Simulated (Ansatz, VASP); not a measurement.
**One calculation of Au, two programs**

The input INCAR:

```
PREC = Accurate
ENCUT = 520
EDIFF = 1E-6
ISMEAR = 0
SIGMA = 0.15
LREAL = False
LASPH = True
NELM = 60
ALGO = Normal
ISIF = 2
LWAVE = False
LCHARG = True
GGA = PS
LELF = True
LVHAR = True
NBANDS = 12
```

KPOINTS

```
Automatic mesh
0
Gamma
  20 20 20
```

Contents of POSCAR:

```
Au
1.0
   -1.6821280350      1.6821280350      1.6821280350
    1.6821280350     -1.6821280350      1.6821280350
    1.6821280350      1.6821280350     -1.6821280350
Au
1
Direct
    0.0000000000      0.0000000000      0.0000000000
```

Input for Ansatz:

```yaml
crystal:
  lattice:
    - [-1.682128035, 1.682128035, 1.682128035]
    - [1.682128035, -1.682128035, 1.682128035]
    - [1.682128035, 1.682128035, -1.682128035]
  atoms:
    - { symbol: Au, position: [0.0, 0.0, 0.0] }
basis:
  ecutwfc: 420
kpoints:
  mp_grid: { grid: [20, 20, 20] }
hamiltonian:
  xc: pbesol
scf:
  occupations: { method: gaussian, width: 0.15 }
output:
  forces: true
  stress: true
  eigenvalues: true
```

Change from the starting cell: strain +0.015 along x and y, +0.015 along z, atoms carried along.

Alike in both runs: task single point; functional PBEsol; k mesh 20 × 20 × 20; occupations gaussian, width 0.15 eV; no spin polarisation.

|  | VASP | Ansatz |
| --- | --- | --- |
| version | VASP 6.6.1 | Ansatz 0.2.0 |
| potentials or method | VASP PAW PBE potentials, release 64 (Au), cutoff 520 eV | scalar-relativistic, plane waves, PAW |
| valence electrons in the cell | 11 | 19 |

Ansatz gave:

```
gap on the k mesh at the Fermi level (eV) : none
pressure (GPa)                            : -13.8
```

**Question.** Which values does VASP return?

**Answer.** gap on the k mesh at the Fermi level (eV): none; pressure (GPa): -14.0.

VASP's potentials were made for PBE, not for PBEsol. A gap of «none» marks a metal or a gap that the smearing closes. The functional is the same, so the differences come from potentials, cutoffs and numerics. VASP's potentials hold 11 valence electrons a cell and Ansatz's 19, so a difference there can come from the potentials and not from the codes.

Neither program's run includes spin-orbit coupling.
